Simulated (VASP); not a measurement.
# Bi2Se3 (R-3m) in VASP: further runs, part 2 of 2

VASP 6.6.1.

### 4 Electric field gradients, PBE (28.95 Å³/atom)

This run uses another cell than the first one, of 28.95 Å³/atom.

Input file INCAR:

```
SYSTEM = Bi2Se3
ALGO = Normal
EDIFF = 1E-8
ENCUT = 520
GGA = PE
ISIF = 2
ISMEAR = -1
LASPH = .True.
LCHARG = .False.
LEFG = .True.
LREAL = .False.
LWAVE = .False.
NBANDS = 32
NELM = 60
PREC = Accurate
SIGMA = 0.03
```

Input file KPOINTS:

```
k-points
0
Gamma
  6 6 6
  0 0 0
```

Input file POSCAR:

```
Bi2Se3
1.0
    2.0852182350      1.2039013093      9.6085459482
   -2.0852182350      1.2039013093      9.6085459482
    0.0000000000     -2.4078026186      9.6085459482
Bi Se
2 3
Direct
    0.4008000000      0.4008000000      0.4008000000
    0.5992000000      0.5992000000      0.5992000000
    0.0000000000      0.0000000000      0.0000000000
    0.2117000000      0.2117000000      0.2117000000
    0.7883000000      0.7883000000      0.7883000000
```

Potentials or basis: VASP PAW PBE potentials, release 64 (Bi_d, Se).

The run is started by

```console
$ cat potpaw_PBE.64/Bi_d/POTCAR potpaw_PBE.64/Se/POTCAR > POTCAR
$ mpirun -np 1 vasp_std > vasp.out
```

OUTCAR:

```text
SYSTEM = Bi2Se3
   EDIFF = 1E-8
   ENCUT = 520
   GGA = PE
   ISIF = 2
   ISMEAR = -1
   LASPH = .True.
   LREAL = .False.
   NELM = 60
   PREC = Accurate

 ion  position               nearest neighbor table
   1  0.401  0.401  0.401-   5 2.87   5 2.87   5 2.87   3 3.10   3 3.10   3 3.10
   2  0.599  0.599  0.599-   4 2.87   4 2.87   4 2.87   3 3.10   3 3.10   3 3.10
   3  0.000  0.000  0.000-   2 3.10   2 3.10   1 3.10   1 3.10   2 3.10   1 3.10
   4  0.212  0.212  0.212-   2 2.87   2 2.87   2 2.87
   5  0.788  0.788  0.788-   1 2.87   1 2.87   1 2.87

  LATTYP: Found a trigonal (rhomboedric) cell.
 ALAT       =     9.9056382272
 COS(alpha) =     0.9113725817

  Lattice vectors:

 A1 = (   2.0852182350,   1.2039013093,   9.6085459482)
 A2 = (  -2.0852182350,   1.2039013093,   9.6085459482)
 A3 = (   0.0000000000,  -2.4078026186,   9.6085459482)

Analysis of symmetry for initial positions (statically):
=====================================================================
 Subroutine PRICEL returns:
 Original cell was already a primitive cell.

 Routine SETGRP: Setting up the symmetry group for a
 trigonal (rhombohedral) supercell.

 Subroutine GETGRP returns: Found 12 space group operations
 (whereof 12 operations were pure point group operations)
 out of a pool of 12 trial point group operations.

The static configuration has the point symmetry D_3d.

Analysis of symmetry for dynamics (positions and initial velocities):
[... 1016 lines left out ...]
  FORCE on cell =-STRESS in cart. coord.  units (eV):
  Direction    XX          YY          ZZ          XY          YZ          ZX
  --------------------------------------------------------------------------------------
  -------------------------------------------------------------------------------------
  Total        1.1149849      1.1149849      1.1783537      0.0000000      0.0000000     -0.0000000
  in kB       12.3432137     12.3432137     13.0447253      0.0000000      0.0000000     -0.0000000
  external PRESSURE =      12.5770509 kB  Pullay stress =       0.0000000 kB

 VOLUME and BASIS-vectors are now :
 -----------------------------------------------------------------------------
  energy-cutoff  :      520.00
  volume of cell :      144.73
      direct lattice vectors                 reciprocal lattice vectors
     2.085218235  1.203901309  9.608545948     0.239783056  0.138438812  0.034691340
    -2.085218235  1.203901309  9.608545948    -0.239783056  0.138438812  0.034691340
     0.000000000 -2.407802619  9.608545948     0.000000000 -0.276877623  0.034691340

 POSITION                                       TOTAL-FORCE (eV/Angst)
 -----------------------------------------------------------------------------------
      0.00000      0.00000     11.55332         0.000000     -0.000000     -0.130550
      0.00000      0.00000     17.27232         0.000000      0.000000      0.130550
      0.00000      0.00000      0.00000         0.000000      0.000000      0.000000
      0.00000      0.00000      6.10239         0.000000      0.000000     -0.035949
      0.00000      0.00000     22.72325         0.000000      0.000000      0.035949
 -----------------------------------------------------------------------------------
    total drift:                                0.000000      0.000000     -0.000000

  FREE ENERGIE OF THE ION-ELECTRON SYSTEM (eV)
  ---------------------------------------------------
  free  energy   TOTEN  =       -20.1903699334 eV

  energy  without entropy=      -20.1903141850  energy(sigma->0) =      -20.19034206

 Electric field gradients (V/A^2)
---------------------------------------------------------------------
 ion       V_xx      V_yy      V_zz      V_xy      V_xz      V_yz
---------------------------------------------------------------------
   1      -2.775    -2.775     5.549    -0.000    -0.000    -0.000
   2      -2.775    -2.775     5.549    -0.000     0.000    -0.000
   3     -36.728   -36.728    73.457    -0.000     0.000    -0.000
   4       7.336     7.336   -14.672    -0.000    -0.000    -0.000
   5       7.336     7.336   -14.672     0.000     0.000    -0.000
---------------------------------------------------------------------

 Electric field gradients after diagonalization (V/A^2)
 (convention: |V_zz| > |V_xx| > |V_yy|)
----------------------------------------------------------------------
 ion       V_xx      V_yy      V_zz     asymmetry (V_yy - V_xx)/ V_zz
----------------------------------------------------------------------
   1      -2.775    -2.775     5.549       0.000
   2      -2.775    -2.775     5.549       0.000
   3     -36.728   -36.728    73.457       0.000
   4       7.336     7.336   -14.672       0.000
   5       7.336     7.336   -14.672       0.000
----------------------------------------------------------------------

           NMR quadrupolar parameters

 Cq : quadrupolar parameter    Cq=e*Q*V_zz/h
 eta: asymmetry parameters     (V_yy - V_xx)/ V_zz
 Q  : nuclear electric quadrupole moment in mb (millibarn)
----------------------------------------------------------------------
 ion       Cq(MHz)       eta       Q (mb)
----------------------------------------------------------------------
   1       0.013       0.000       1.000
   2       0.013       0.000       1.000
   3       0.178       0.000       1.000
   4      -0.035       0.000       1.000
   5      -0.035       0.000       1.000
----------------------------------------------------------------------
```

OSZICAR:

```text
N       E                     dE             d eps       ncg     rms          rms(c)
DAV:   1     0.465584313256E+03    0.46558E+03   -0.22859E+04  2048   0.155E+03
DAV:   2     0.343035892575E+02   -0.43128E+03   -0.41355E+03  2080   0.407E+02
DAV:   3    -0.187071364203E+02   -0.53011E+02   -0.50287E+02  2704   0.149E+02
DAV:   4    -0.209303437874E+02   -0.22232E+01   -0.22131E+01  2304   0.318E+01
DAV:   5    -0.210076007103E+02   -0.77257E-01   -0.77247E-01  2936   0.621E+00    0.514E+00
DAV:   6    -0.201746319164E+02    0.83297E+00   -0.11254E+00  2832   0.744E+00    0.314E+00
DAV:   7    -0.201816713067E+02   -0.70394E-02   -0.35342E-01  2272   0.253E+00    0.170E+00
DAV:   8    -0.201891479174E+02   -0.74766E-02   -0.46896E-02  2464   0.113E+00    0.566E-01
DAV:   9    -0.201900750320E+02   -0.92711E-03   -0.20541E-03  2688   0.433E-01    0.131E-01
DAV:  10    -0.201902792591E+02   -0.20423E-03   -0.10780E-03  2368   0.167E-01    0.571E-02
DAV:  11    -0.201903336415E+02   -0.54382E-04   -0.13066E-04  2384   0.753E-02    0.316E-02
DAV:  12    -0.201903686224E+02   -0.34981E-04   -0.56942E-05  2208   0.365E-02    0.623E-03
DAV:  13    -0.201903698928E+02   -0.12704E-05   -0.33168E-06  2856   0.147E-02    0.423E-03
DAV:  14    -0.201903698864E+02    0.64210E-08   -0.79482E-07  2368   0.517E-03    0.169E-03
DAV:  15    -0.201903699314E+02   -0.45036E-07   -0.83994E-08  2240   0.157E-03    0.351E-04
DAV:  16    -0.201903699334E+02   -0.20109E-08   -0.26504E-08  2000   0.800E-04
   1 F= -.20190370E+02 E0= -.20190342E+02  d E =-.557484E-04
```

It took 18 min on 1 thread of Intel Xeon Platinum 8259CL at 2.50GHz (Skylake/Cascade Lake), shared host; peak memory 0.94 GiB.

What came out:

```
Free energy                             : -20.1904 eV
Pressure                                : 1.3 GPa
Largest force                           : 0.131 eV/Å
Band gap on the k mesh                  : 0.23 eV
Largest electric field gradient by atom : Bi +5.5; Se +73.5, -14.7 (each value once) V/Å²
```

Forces on the atoms (eV/Å):
```
Bi   0.000  0.000 -0.131
Bi   0.000  0.000  0.131
Se   0.000  0.000  0.000
Se   0.000  0.000 -0.036
Se   0.000  0.000  0.036
```

Electric field gradients, principal values (V/Å²):
| atom | least | middle | greatest (by size) |
| --- | --- | --- | --- |
| 1 Bi | -2.775 | -2.775 | 5.549 |
| 2 Bi | -2.775 | -2.775 | 5.549 |
| 3 Se | -36.728 | -36.728 | 73.457 |
| 4 Se | 7.336 | 7.336 | -14.672 |
| 5 Se | 7.336 | 7.336 | -14.672 |

Caveat: without QUAD_EFG the Cq values of the log hold for a quadrupole moment of 1 mb, not for the nuclei; spin-orbit coupling is left out, which moves the levels of the heavy elements. A k mesh can miss the band edges.

### 5 Electric field gradients, PBE (28.95 Å³/atom)

This run uses another cell than the first one, of 28.95 Å³/atom.

Input file INCAR:

```
ALGO = Normal
EDIFF = 1E-8
ENCUT = 520
GGA = PE
ISIF = 2
ISMEAR = -1
LASPH = T
LCHARG = F
LEFG = T
LREAL = F
LWAVE = F
NBANDS = 32
NELM = 60
PREC = Accurate
SIGMA = 0.03
```

Input file KPOINTS:

```
k-points
0
Gamma
  6 6 6
```

POSCAR is that of step 4.

Potentials or basis: VASP PAW PBE potentials, release 64 (Bi_d, Se).

The run is started by

```console
$ cat potpaw_PBE.64/Bi_d/POTCAR potpaw_PBE.64/Se/POTCAR > POTCAR
$ mpirun -np 1 vasp_std > vasp.out
```

OUTCAR:

```text
EDIFF = 1E-8
   ENCUT = 520
   GGA = PE
   ISIF = 2
   ISMEAR = -1
   LASPH = T
   LREAL = F
   NELM = 60
   PREC = Accurate

 ion  position               nearest neighbor table
   1  0.401  0.401  0.401-   5 2.87   5 2.87   5 2.87   3 3.10   3 3.10   3 3.10
   2  0.599  0.599  0.599-   4 2.87   4 2.87   4 2.87   3 3.10   3 3.10   3 3.10
   3  0.000  0.000  0.000-   2 3.10   2 3.10   1 3.10   1 3.10   2 3.10   1 3.10
   4  0.212  0.212  0.212-   2 2.87   2 2.87   2 2.87
   5  0.788  0.788  0.788-   1 2.87   1 2.87   1 2.87

  LATTYP: Found a trigonal (rhomboedric) cell.
 ALAT       =     9.9056382272
 COS(alpha) =     0.9113725817

[... 1074 lines left out ...]
   1      -2.775    -2.775     5.549    -0.000    -0.000    -0.000
   2      -2.775    -2.775     5.549    -0.000     0.000    -0.000
   3     -36.728   -36.728    73.457    -0.000     0.000    -0.000
   4       7.336     7.336   -14.672    -0.000    -0.000    -0.000
   5       7.336     7.336   -14.672     0.000     0.000    -0.000
---------------------------------------------------------------------

 Electric field gradients after diagonalization (V/A^2)
 (convention: |V_zz| > |V_xx| > |V_yy|)
----------------------------------------------------------------------
 ion       V_xx      V_yy      V_zz     asymmetry (V_yy - V_xx)/ V_zz
----------------------------------------------------------------------
   1      -2.775    -2.775     5.549       0.000
   2      -2.775    -2.775     5.549       0.000
   3     -36.728   -36.728    73.457       0.000
   4       7.336     7.336   -14.672       0.000
   5       7.336     7.336   -14.672       0.000
----------------------------------------------------------------------

           NMR quadrupolar parameters

 Cq : quadrupolar parameter    Cq=e*Q*V_zz/h
 eta: asymmetry parameters     (V_yy - V_xx)/ V_zz
 Q  : nuclear electric quadrupole moment in mb (millibarn)
----------------------------------------------------------------------
 ion       Cq(MHz)       eta       Q (mb)
----------------------------------------------------------------------
   1       0.013       0.000       1.000
   2       0.013       0.000       1.000
   3       0.178       0.000       1.000
   4      -0.035       0.000       1.000
   5      -0.035       0.000       1.000
----------------------------------------------------------------------
```

OSZICAR:

```text
N       E                     dE             d eps       ncg     rms          rms(c)
DAV:   1     0.465584313256E+03    0.46558E+03   -0.22859E+04  2048   0.155E+03
DAV:   2     0.343035892575E+02   -0.43128E+03   -0.41355E+03  2080   0.407E+02
DAV:   3    -0.187071364203E+02   -0.53011E+02   -0.50287E+02  2704   0.149E+02
DAV:   4    -0.209303437874E+02   -0.22232E+01   -0.22131E+01  2304   0.318E+01
DAV:   5    -0.210076007103E+02   -0.77257E-01   -0.77247E-01  2936   0.621E+00    0.514E+00
DAV:   6    -0.201746319164E+02    0.83297E+00   -0.11254E+00  2832   0.744E+00    0.314E+00
DAV:   7    -0.201816713067E+02   -0.70394E-02   -0.35342E-01  2272   0.253E+00    0.170E+00
DAV:   8    -0.201891479174E+02   -0.74766E-02   -0.46896E-02  2464   0.113E+00    0.566E-01
DAV:   9    -0.201900750320E+02   -0.92711E-03   -0.20541E-03  2688   0.433E-01    0.131E-01
DAV:  10    -0.201902792591E+02   -0.20423E-03   -0.10780E-03  2368   0.167E-01    0.571E-02
DAV:  11    -0.201903336415E+02   -0.54382E-04   -0.13066E-04  2384   0.753E-02    0.316E-02
DAV:  12    -0.201903686224E+02   -0.34981E-04   -0.56942E-05  2208   0.365E-02    0.623E-03
DAV:  13    -0.201903698928E+02   -0.12704E-05   -0.33168E-06  2856   0.147E-02    0.423E-03
DAV:  14    -0.201903698864E+02    0.64210E-08   -0.79482E-07  2368   0.517E-03    0.169E-03
DAV:  15    -0.201903699314E+02   -0.45036E-07   -0.83994E-08  2240   0.157E-03    0.351E-04
DAV:  16    -0.201903699334E+02   -0.20109E-08   -0.26504E-08  2000   0.800E-04
   1 F= -.20190370E+02 E0= -.20190342E+02  d E =-.557484E-04
```

It took 18 min on 1 thread of Intel Xeon Platinum 8259CL at 2.50GHz (Skylake/Cascade Lake), shared host; peak memory 0.94 GiB.

Results:

```
Free energy                             : -20.1904 eV
Pressure                                : 1.3 GPa
Largest force                           : 0.131 eV/Å
Band gap on the k mesh                  : 0.23 eV
Largest electric field gradient by atom : Bi +5.5; Se +73.5, -14.7 (each value once) V/Å²
```

Forces in eV/Å, atoms in the order of the input:
```
Bi   0.000  0.000 -0.131
Bi   0.000  0.000  0.131
Se   0.000  0.000  0.000
Se   0.000  0.000 -0.036
Se   0.000  0.000  0.036
```

Electric field gradients, principal values (V/Å²):
```csv
atom,least,middle,greatest (by size)
1 Bi,-2.775,-2.775,5.549
2 Bi,-2.775,-2.775,5.549
3 Se,-36.728,-36.728,73.457
4 Se,7.336,7.336,-14.672
5 Se,7.336,7.336,-14.672
```

Caveat: without QUAD_EFG the Cq values of the log hold for a quadrupole moment of 1 mb, not for the nuclei; spin-orbit coupling is left out, which moves the levels of the heavy elements. A k mesh can miss the band edges.
